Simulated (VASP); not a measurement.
# AlGa5P6 (P31m) in VASP: relaxation of cell and atoms with PBE

Aim: the relaxation of cell and atoms of AlGa5P6 with PBE.

Everything below comes from runs of VASP 6.6.1. Logs are shortened: lines on timing, memory, paths and dates and some standing lists are left out, and cuts for length are marked.

### Step 1. The cell of the first run

It takes space group P31m (No. 157, trigonal). Conventional cell: a = 6.717 Å, b = 6.717 Å, c = 6.381 Å, α = 90.00°, β = 90.00°, γ = 120.00°. Within 3.1 Å of Al (site symmetry 3m) lie 4 P at 2.38 to 2.39 Å. Ga (site symmetry 3) has 4 P at 2.38 to 2.39 Å within 3.1 Å. Ga (site symmetry m) has 4 P at 2.38 to 2.39 Å within 3.1 Å. Within 3.1 Å of P (site symmetry 3) lie 4 Ga at 2.38 to 2.39 Å. Within 3.1 Å of P (site symmetry 3m) lie 3 Ga at 2.38 Å and 1 Al at 2.39 Å. P (site symmetry m) has 1 Al at 2.38 Å and 3 Ga at 2.38 to 2.39 Å within 3.1 Å.

### Step 2. Relaxation of cell and atoms, PBE

Contents of INCAR:

```
SYSTEM = AlGa5P6
PREC = Accurate ; ENCUT = 600
EDIFF = 1E-6 ; ISMEAR = 0
SIGMA = 0.02 ; LREAL = .False.
LASPH = .True. ; NELM = 100
ALGO = Normal ; ISIF = 3
LWAVE = .False. ; LCHARG = .False.
GGA = PE ; IBRION = 2
NSW = 100 ; EDIFFG = -0.01
```

Contents of KPOINTS:

```
regular mesh
0
Gamma
  6 6 4
  0 0 0
```

Contents of POSCAR:

```
AlGa5P6
1.0
    6.7172549466      0.0000000000      0.0000000000
   -3.3586274733      5.8173134274      0.0000000000
    0.0000000000      0.0000000000      6.3809128955
Al Ga P
1 5 6
Direct
    0.0000000000      0.0000000000      0.4991355765
    0.3333333333      0.6666666667      0.4998778011
    0.6666666667      0.3333333333      0.4998778011
    0.0000000000      0.6666162524      0.0000716148
    0.6666162524      0.0000000000      0.0000716148
    0.3333837476      0.3333837476      0.0000716148
    0.3333333333      0.6666666667      0.8742414969
    0.0000000000      0.0000000000      0.8732330166
    0.6666666667      0.3333333333      0.8742414969
    0.0000000000      0.6668628751      0.3743926756
    0.6668628751      0.0000000000      0.3743926756
    0.3331371249      0.3331371249      0.3743926756
```

Potentials or basis: VASP PAW PBE potentials, release 64 (Al, Ga_d, P).

Command:

```
> cat potpaw_PBE.64/Al/POTCAR potpaw_PBE.64/Ga_d/POTCAR potpaw_PBE.64/P/POTCAR > POTCAR
> mpirun -np 1 vasp_std > vasp.out
```

OUTCAR:

```text
SYSTEM = AlGa5P6
   PREC = Accurate
   ENCUT = 600
   EDIFF = 1E-6
   ISMEAR = 0
   LREAL = .False.
   LASPH = .True.
   NELM = 100
   ISIF = 3
   GGA = PE
   IBRION = 2
   NSW = 100
   EDIFFG = -0.01

 ion  position               nearest neighbor table
   1  0.000  0.000  0.499-  10 2.38  12 2.38  11 2.38   8 2.39
   2  0.333  0.667  0.500-  10 2.38  11 2.38  12 2.38   7 2.39
   3  0.667  0.333  0.500-  11 2.38  10 2.38  12 2.38   9 2.39
   4  0.000  0.667  0.000-   7 2.38   9 2.38   8 2.38  10 2.39
   5  0.667  0.000  0.000-   9 2.38   7 2.38   8 2.38  11 2.39
   6  0.333  0.333  0.000-   7 2.38   9 2.38   8 2.38  12 2.39
   7  0.333  0.667  0.874-   4 2.38   5 2.38   6 2.38   2 2.39
   8  0.000  0.000  0.873-   4 2.38   6 2.38   5 2.38   1 2.39
   9  0.667  0.333  0.874-   5 2.38   4 2.38   6 2.38   3 2.39
  10  0.000  0.667  0.374-   1 2.38   2 2.38   3 2.38   4 2.39
  11  0.667  0.000  0.374-   1 2.38   3 2.38   2 2.38   5 2.39
  12  0.333  0.333  0.374-   1 2.38   2 2.38   3 2.38   6 2.39

  LATTYP: Found a hexagonal cell.
 ALAT       =     6.7172549466
 C/A-ratio  =     0.9499286459

  Lattice vectors:

 A1 = (   6.7172549466,   0.0000000000,   0.0000000000)
 A2 = (  -3.3586274733,   5.8173134274,   0.0000000000)
 A3 = (   0.0000000000,   0.0000000000,   6.3809128955)

Analysis of symmetry for initial positions (statically):
=====================================================================
 Subroutine PRICEL returns:
 Original cell was already a primitive cell.

 Routine SETGRP: Setting up the symmetry group for a
 hexagonal supercell.

 Subroutine GETGRP returns: Found  6 space group operations
 (whereof  6 operations were pure point group operations)
 out of a pool of 24 trial point group operations.

The static configuration has the point symmetry C_3v.

Analysis of symmetry for dynamics (positions and initial velocities):
=====================================================================
 Subroutine PRICEL returns:
 Original cell was already a primitive cell.

 Routine SETGRP: Setting up the symmetry group for a
 hexagonal supercell.

 Subroutine GETGRP returns: Found  6 space group operations
 (whereof  6 operations were pure point group operations)
 out of a pool of 24 trial point group operations.

The dynamic configuration has the point symmetry C_3v.

 Subroutine INISYM returns: Found  6 space group operations
 (whereof  6 operations are pure point group operations),
 and found     1 'primitive' translations

----------------------------------------------------------------------------------------

                                     Primitive cell

  volume of cell :     249.3430

  direct lattice vectors                    reciprocal lattice vectors
     6.717254947  0.000000000  0.000000000     0.148870336  0.085950328  0.000000000
    -3.358627473  5.817313427  0.000000000     0.000000000  0.171900657  0.000000000
     0.000000000  0.000000000  6.380912895     0.000000000  0.000000000  0.156717388

  length of vectors
     6.717254947  6.717254947  6.380912895     0.171900657  0.171900657  0.156717388

  position of ions in fractional coordinates (direct lattice)
     0.000000000  0.000000000  0.499135577
     0.333333333  0.666666667  0.499877801
     0.666666667  0.333333333  0.499877801
     0.000000000  0.666616252  0.000071615
     0.666616252  0.000000000  0.000071615
     0.333383748  0.333383748  0.000071615
     0.333333333  0.666666667  0.874241497
     0.000000000  0.000000000  0.873233017
     0.666666667  0.333333333  0.874241497
     0.000000000  0.666862875  0.374392676
     0.666862875  0.000000000  0.374392676
     0.333137125  0.333137125  0.374392676

  ion indices of the primitive-cell ions
   primitive index   ion index
                 1           1
                 2           2
                 3           3
                 4           4
                 5           5
                 6           6
                 7           7
                 8           8
                 9           9
                10          10
                11          11
                12          12

----------------------------------------------------------------------------------------

 KPOINTS: regular mesh

Automatic generation of k-mesh.
 Grid dimensions read from file:
 generate k-points for:    6    6    4

 Generating k-lattice:

  Cartesian coordinates                     Fractional coordinates (reciprocal lattice)
     0.024811723  0.014325055  0.000000000     0.166666667  0.000000000  0.000000000
     0.000000000  0.028650109  0.000000000     0.000000000  0.166666667  0.000000000
     0.000000000  0.000000000  0.039179347     0.000000000  0.000000000  0.250000000

  Length of vectors
     0.028650109  0.028650109  0.039179347

  Shift w.r.t. Gamma in fractional coordinates (k-lattice)
     0.000000000  0.000000000  0.000000000

 Subroutine IBZKPT returns following result:
 ===========================================

 Found     24 irreducible k-points:

 Following reciprocal coordinates:
            Coordinates               Weight
  0.000000  0.000000  0.000000      1.000000
  0.166667  0.000000  0.000000      6.000000
  0.333333  0.000000  0.000000      6.000000
  0.500000  0.000000  0.000000      3.000000
  0.166667  0.166667  0.000000      6.000000
  0.333333  0.166667  0.000000     12.000000
[... 16 lines left out ...]
  0.333333  0.166667  0.500000     12.000000
  0.333333  0.333333  0.500000      2.000000
   k-points           NKPTS =     24   k-points in BZ     NKDIM =     24   number of bands    NBANDS=     58
   number of dos      NEDOS =    301   number of ions     NIONS =     12
   total plane-waves  NPLWV = 157464
   dimension x,y,z NGX =    54 NGY =   54 NGZ =   54
   dimension x,y,z NGXF=   108 NGYF=  108 NGZF=  108
   ions per type =               1   5   6
   NGX,Y,Z   is equivalent  to a cutoff of  13.36, 13.36, 14.07 a.u.
   NGXF,Y,Z  is equivalent  to a cutoff of  26.73, 26.73, 28.14 a.u.
 SYSTEM =  AlGa5P6
   PREC   = accura    normal or accurate (medium, high low for compatibility)
   ISTART =      0    job   : 0-new  1-cont  2-samecut
   ICHARG =      2    charge: 1-file 2-atom 10-const
   ISPIN  =      1    spin polarized calculation?
   LNONCOLLINEAR =      F non collinear calculations
   LSORBIT =      F    spin-orbit coupling
   LASPH  =      T    aspherical Exc in radial PAW
   ENCUT  =  600.0 eV  44.10 Ry    6.64 a.u.  13.42 13.42 12.74*2*pi/ulx,y,z
   NELM   =    100;   NELMIN=  2; NELMDL= -5     # of ELM steps
   EDIFF  = 0.1E-05   stopping-criterion for ELM
   LREAL  =      F    real-space projection
   EDIFFG = -.1E-01   stopping-criterion for IOM
   NSW    =    100    number of steps for IOM
   IBRION =      2    ionic relax: 0-MD 1-quasi-New 2-CG
   NFREE  =      1    steps in history (QN), initial steepest desc. (CG)
   ISIF   =      3    stress and relaxation
   ISYM   =      2    0-nonsym 1-usesym 2-fastsym
   POTIM  = 0.5000    time-step for ionic-motion
   TEBEG  =    0.0;   TEEND  =   0.0 temperature during run
   PSTRESS=    0.0 pullay stress
   NELECT =      98.0000    total number of electrons
   NUPDOWN=      -1.0000    fix difference up-down
   EMIN   =  10.00;   EMAX   =-10.00  energy-range for DOS
   EFERMI =   0.00;   METHOD = LEGACY
   ISMEAR =     0;   SIGMA  =   0.02  broadening in eV -4-tet -1-fermi 0-gaus
   EFERMI_NEDOS =   21; number of points for ismear=-14 and -15
   IALGO  =     38    algorithm
   IMIX   =      4    mixing-type and parameters
     AMIX     =   0.40;   BMIX     =  1.00
     AMIX_MAG =   1.60;   BMIX_MAG =  1.00
  volume/ion in A,a.u.               =      20.78       140.22
  Fermi-wavevector in a.u.,A,eV,Ry     =   1.199180  2.266122 19.565632  1.438033
  Thomas-Fermi vector in A             =   2.335050
   LORBIT       =      0    0 simple, 1 ext, 2 COOP (PROOUT), +10 PAW based schemes
   GGA     = PE    functional components
   LHFCALC =     F    Hartree Fock is set to
   AEXX    =    0.0000 exact exchange contribution
   IVDW    =     0    specifies the selected vdW correction
   LEPSILON=     F    determine dielectric tensor
   LRPA    =     F    only Hartree local field effects (RPA)
 conjugate gradient relaxation of ions
 non-spin polarized calculation
 Gauss-broadening in eV      SIGMA  =   0.02
  energy-cutoff  :      600.00
  volume of cell :      249.34
 maximum number of plane-waves:      8383
 NGX is ok and might be reduce to    54
   NGX = 27   NGY = 27   NGZ = 25

--------------------------------------- Ionic step        1  -------------------------------------------

 number of electron      98.0000038 magnetization

 Free energy of the ion-electron system (eV)
  ---------------------------------------------------
  ext. energy  EPLUGINS =         0.00000000
  ---------------------------------------------------
  free energy    TOTEN  =       -55.89673619 eV

  energy without entropy =      -55.89673619  energy(sigma->0) =      -55.89673619

------------------------ aborting loop because EDIFF is reached ----------------------------------------

  FORCE on cell =-STRESS in cart. coord.  units (eV):
  Direction    XX          YY          ZZ          XY          YZ          ZX
  --------------------------------------------------------------------------------------
  -------------------------------------------------------------------------------------
  Total        0.4424945      0.4424945      0.6481304      0.0000000      0.0000000     -0.0000000
  in kB        2.8432915      2.8432915      4.1646249      0.0000000      0.0000000     -0.0000000
  external PRESSURE =       3.2837359 kB  Pullay stress =       0.0000000 kB
[... 261 lines left out ...]
  energy  without entropy=      -55.8977663429  energy(sigma->0) =      -55.89776634

--------------------------------------- Ionic step        7  -------------------------------------------

 number of electron      98.0000035 magnetization

 Free energy of the ion-electron system (eV)
  ---------------------------------------------------
  ext. energy  EPLUGINS =         0.00000000
  ---------------------------------------------------
  free energy    TOTEN  =       -55.89779257 eV

  energy without entropy =      -55.89779257  energy(sigma->0) =      -55.89779257

 E-fermi :   4.5306     XC(G=0):  -9.5921

 val. band max:        4.4355157519   @ k =   0.0000   0.0000   0.0000
 cond. band min:       5.8347431479   @ k =   0.0000   0.0000   0.0000
 fundamental gap:      1.3992273961
 Fermi energy:         4.5306211385

 k-point     1 :       0.0000    0.0000    0.0000
  band No.  band energies     occupation
      1     -10.1795      2.00000
      2     -10.1733      2.00000
      3     -10.1545      2.00000
      4     -10.1545      2.00000
      5     -10.1361      2.00000
      6     -10.0855      2.00000
[... 1492 lines left out ...]
  FREE ENERGIE OF THE ION-ELECTRON SYSTEM (eV)
  ---------------------------------------------------
  free  energy   TOTEN  =       -55.8977925694 eV

  energy  without entropy=      -55.8977925694  energy(sigma->0) =      -55.89779257

 reached required accuracy - stopping structural energy minimisation
```

Run time: 36 min. Hardware: 1 thread of Oxide Virtual Turin-like, shared host; peak memory 0.61 GiB.

Results:

```
Free energy                           : -55.8978 eV
Relaxed volume                        : 20.87 Å³/atom
Relaxed cell                          : a = 6.725 Å, b = 6.725 Å, c = 6.394 Å, α = 90.00°, β = 90.00°, γ = 120.00°
Space group after relaxing (to 0.1 Å) : P31m (No. 157)
Energy gained by relaxing             : 0.1 meV/atom
Ionic steps                           : 7
Pressure after relaxing               : 0.0 GPa
Largest force after relaxing          : 0.005 eV/Å
Band gap on the k mesh                : 1.40 eV
```

Forces in eV/Å, atoms in the order of the input:
```
Al   0.000  0.000  0.005
Ga   0.000  0.000 -0.001
Ga   0.000  0.000 -0.001
Ga  -0.001  0.001  0.000
Ga   0.001  0.000  0.000
Ga  -0.001 -0.001  0.000
P    0.000  0.000  0.002
P    0.000  0.000 -0.004
P    0.000  0.000  0.002
P   -0.002  0.004  0.000
P    0.005  0.000  0.000
P   -0.002 -0.004  0.000
```

Step by step:
| step | energy change (eV) | largest force (eV/Å) | pressure (GPa) | volume (Å³) |
| --- | --- | --- | --- | --- |
| 1 | 0.0000 | 0.0172 | 0.33 | 249.34 |
| 2 | -0.0008 | 0.0113 | -0.18 | 250.88 |
| 3 | -0.0010 | 0.0143 | 0.12 | 250.35 |
| 4 | -0.0010 | 0.0128 | -0.12 | 250.57 |
| 5 | -0.0010 | 0.0134 | -0.01 | 250.46 |
| 6 | -0.0010 | 0.0138 | 0.00 | 250.44 |
| 7 | -0.0011 | 0.0051 | -0.02 | 250.43 |

Final structure:
```
Al Ga P
1.0
     6.72523    0.00000    0.00000
    -3.36262    5.82422    0.00000
     0.00000    0.00000    6.39350
Al Ga P
1 5 6
Direct
  0.00000 0.00000 0.49922
  0.33333 0.66667 0.49991
  0.66667 0.33333 0.49991
  0.00000 0.66661 0.00012
  0.66661 0.00000 0.00012
  0.33339 0.33339 0.00012
  0.33333 0.66667 0.87425
  0.00000 0.00000 0.87304
  0.66667 0.33333 0.87425
  0.00000 0.66697 0.37435
  0.66697 0.00000 0.37435
  0.33303 0.33303 0.37435
```

A k mesh can miss the band edges.
